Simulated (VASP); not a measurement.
# I (Cmce) in VASP: notebook, part 2 of 2

VASP 6.6.1. The steps go on from the part before.

### 3 Single point, PBE (volume scaled by 0.94)

The input, INCAR:

```
SYSTEM = I
PREC = Accurate
ENCUT = 520
EDIFF = 1E-6
ISMEAR = -1
SIGMA = 0.05
LREAL = .FALSE.
LASPH = .TRUE.
NELM = 100
ALGO = Normal
ISIF = 2
LWAVE = .FALSE.
LCHARG = .FALSE.
GGA = PE
NBANDS = 22
```

The input, KPOINTS:

```
Automatic mesh
0
G
  7 7 3
  0 0 0
```

The input, POSCAR:

```
I
1.0
    3.5608297907     -2.3461283221      0.0000000000
    3.5608297907      2.3461283221      0.0000000000
    0.0000000000      0.0000000000      9.5935177805
I
4
Direct
    0.6493000000      0.3507000000      0.3844000000
    0.1493000000      0.8507000000      0.1156000000
    0.3507000000      0.6493000000      0.6156000000
    0.8507000000      0.1493000000      0.8844000000
```

Potentials or basis: VASP PAW PBE potentials, release 64 (I).

Started as:

```bash
cat potpaw_PBE.64/I/POTCAR > POTCAR
mpirun -np 1 vasp_std > vasp.out
```

OUTCAR:

```text
SYSTEM = I
   PREC = Accurate
   ENCUT = 520
   EDIFF = 1E-6
   ISMEAR = -1
   LREAL = .FALSE.
   LASPH = .TRUE.
   NELM = 100
   ISIF = 2
   GGA = PE

 ion  position               nearest neighbor table
   1  0.649  0.351  0.384-   3 2.62   2 3.49   2 3.49
   2  0.149  0.851  0.116-   4 2.62   1 3.49   1 3.49
   3  0.351  0.649  0.616-   1 2.62   4 3.49   4 3.49
   4  0.851  0.149  0.884-   2 2.62   3 3.49   3 3.49

  LATTYP: Found a base centered orthorhombic cell.
 ALAT       =     4.6922566442
[... 792 lines left out ...]
     21      11.2123      0.00000
     22      11.7209      0.00000

 [... further k-points ...]
[... 5 lines left out ...]
  --------------------------------------------------------------------------------------
  -------------------------------------------------------------------------------------
  Total        1.7434566      3.2199970      6.3799714      0.0000000      0.0000000      0.0000000
  in kB       17.4265275     32.1851243     63.7702999      0.0000000      0.0000000      0.0000000
  external PRESSURE =      37.7939839 kB  Pullay stress =       0.0000000 kB

 VOLUME and BASIS-vectors are now :
 -----------------------------------------------------------------------------
  energy-cutoff  :      520.00
  volume of cell :      160.29
      direct lattice vectors                 reciprocal lattice vectors
     3.560829791 -2.346128322  0.000000000     0.140416709 -0.213117073  0.000000000
     3.560829791  2.346128322  0.000000000     0.140416709  0.213117073  0.000000000
     0.000000000  0.000000000  9.593517780     0.000000000  0.000000000  0.104237051

 POSITION                                       TOTAL-FORCE (eV/Angst)
 -----------------------------------------------------------------------------------
      3.56083     -0.70055      3.68775         0.000000     -0.759390     -1.238048
      3.56083      1.64557      1.10901         0.000000     -0.759390      1.238048
      3.56083      0.70055      5.90577         0.000000      0.759390      1.238048
      3.56083     -1.64557      8.48451         0.000000      0.759390     -1.238048
 -----------------------------------------------------------------------------------
    total drift:                               -0.000000     -0.000000     -0.000000

  FREE ENERGIE OF THE ION-ELECTRON SYSTEM (eV)
  ---------------------------------------------------
  free  energy   TOTEN  =        -5.7159317835 eV

  energy  without entropy=       -5.7159316498  energy(sigma->0) =       -5.71593172
```

Run time: 50 s. Hardware: 1 thread of Intel Xeon 6975P-C (Granite Rapids), shared host; peak memory 0.28 GiB.

What came out:

| Property | Result |
| --- | --- |
| Free energy | -5.7159 eV |
| Pressure | 3.8 GPa |
| Largest force | 1.452 eV/Å |
| Band gap on the k mesh | 1.47 eV, indirect (least direct gap 1.59 eV) |

Forces on the atoms (eV/Å):
```
I    0.000 -0.759 -1.238
I    0.000 -0.759  1.238
I    0.000  0.759  1.238
I    0.000  0.759 -1.238
```

Caveat: spin-orbit coupling is left out, which moves the levels of the heavy elements; forces of over 1 eV/Å act on the atoms, so gaps and moduli don't describe the material at rest. A k mesh can miss the band edges.

### 4 Single point, PBE (volume scaled by 0.96)

The input, INCAR:

```
  PREC = Accurate
  ENCUT = 520
  EDIFF = 1E-6
  ISMEAR = -1
  SIGMA = 0.05
  LREAL = False
  LASPH = True
  NELM = 60
  ALGO = Normal
  ISIF = 2
  LWAVE = False
  LCHARG = False
  GGA = PE
  NBANDS = 22
```

The input, KPOINTS:

```
Automatic mesh
0
Gamma
  7 7 3
```

The input, POSCAR:

```
I
1.0
    3.5859068830     -2.3626508969      0.0000000000
    3.5859068830      2.3626508969      0.0000000000
    0.0000000000      0.0000000000      9.6610799909
I
4
Direct
    0.6493000000      0.3507000000      0.3844000000
    0.1493000000      0.8507000000      0.1156000000
    0.3507000000      0.6493000000      0.6156000000
    0.8507000000      0.1493000000      0.8844000000
```

Started as:

```bash
cat potpaw_PBE.64/I/POTCAR > POTCAR
mpirun -np 1 vasp_std > vasp.out
```

Run time: 45 s. Hardware: 1 thread of Intel Xeon 6975P-C (Granite Rapids), shared host; peak memory 0.28 GiB.

It converged, with:

```yaml
Free_energy: -5.7883 eV
Pressure: 3.0 GPa
Largest_force: 1.233 eV/Å
Band_gap_on_the_k_mesh: 1.43 eV, indirect (least direct gap 1.53 eV)
```

Forces on the atoms (eV/Å):
```
I    0.000 -0.627 -1.062
I    0.000 -0.627  1.062
I    0.000  0.627  1.062
I    0.000  0.627 -1.062
```

Stress tensor (GPa, compression positive):
```
1.56 0.00 0.00
0.00 2.51 0.00
0.00 0.00 5.00
```

Levels at points of the mesh, in eV from the valence-band top:
| k point | band 11 | band 12 | band 13 | band 14 | band 15 | band 16 | band 17 | band 18 |
| --- | --- | --- | --- | --- | --- | --- | --- | --- |
| (0.00, 0.00, 0.00) | -1.17 | -0.57 | -0.06 | 0.00 | 1.53 | 2.39 | 5.16 | 5.34 |

Caveat: spin-orbit coupling is left out, which moves the levels of the heavy elements; forces of over 1 eV/Å act on the atoms, so gaps and moduli don't describe the material at rest.

### 5 Summary

```csv
cell,gap on the mesh (eV),pressure (GPa),largest force (eV/Å)
"a = 4.438, b = 4.438, c = 9.986 Å, angles 90.0, 90.0, 66.8°, 4 atoms",1.21,0.3,0.37
"a = 4.264, b = 4.264, c = 9.594 Å, angles 90.0, 90.0, 66.8°, 4 atoms",1.47,3.8,1.45
"a = 4.294, b = 4.294, c = 9.661 Å, angles 90.0, 90.0, 66.8°, 4 atoms",1.43,3.0,1.23
```

Alike in all rows: task single point; level PBE; potentials or basis VASP PAW PBE potentials, release 64 (I); no spin polarisation; k mesh 7 × 7 × 3; cutoff (eV) 520; smearing fermi-dirac 0.05 eV.

Caveats: spin-orbit coupling is left out, which moves the levels of the heavy elements; forces of over 1 eV/Å act on the atoms, so gaps and moduli don't describe the material at rest (some runs).

Absolute energies hang on the potentials; compare differences alone.
